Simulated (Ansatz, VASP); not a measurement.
# Ga in VASP and in Ansatz

```
Ga
1.0
     2.21789   -3.74191    0.00000
     2.21789    3.74191    0.00000
     0.00000    0.00000    4.42496
Ga
4
Direct
  0.84436 0.15564 0.08594
  0.65564 0.34436 0.58594
  0.15564 0.84436 0.91406
  0.34436 0.65564 0.41406
```

Alike in both runs: task single point; functional LDA; k mesh 9 × 9 × 8; occupations fermi-dirac, width 0.1 eV; no spin polarisation.

|  | VASP | Ansatz |
| --- | --- | --- |
| version | VASP 6.6.1 | Ansatz 0.2.0 |
| potentials or method | VASP PAW LDA potentials, release 64 (Ga_d), cutoff 520 eV | plane waves (420 eV) with PAW, scalar-relativistic |
| valence electrons in the cell | 52 | 52 |

Ansatz gave:

* pressure (GPa): 0.0
* traceless stress, the component that is largest in VASP (GPa): 0.18

Question: What did VASP give for the same quantities?

Answer: Pressure (GPa): 0.2; traceless stress, the component that is largest in VASP (GPa): 0.15.

Ansatz warns that its potentials were made for another functional, while VASP's fit it. LDA's correlation is that of Perdew and Zunger in VASP and of Perdew and Wang (1992) in Ansatz.
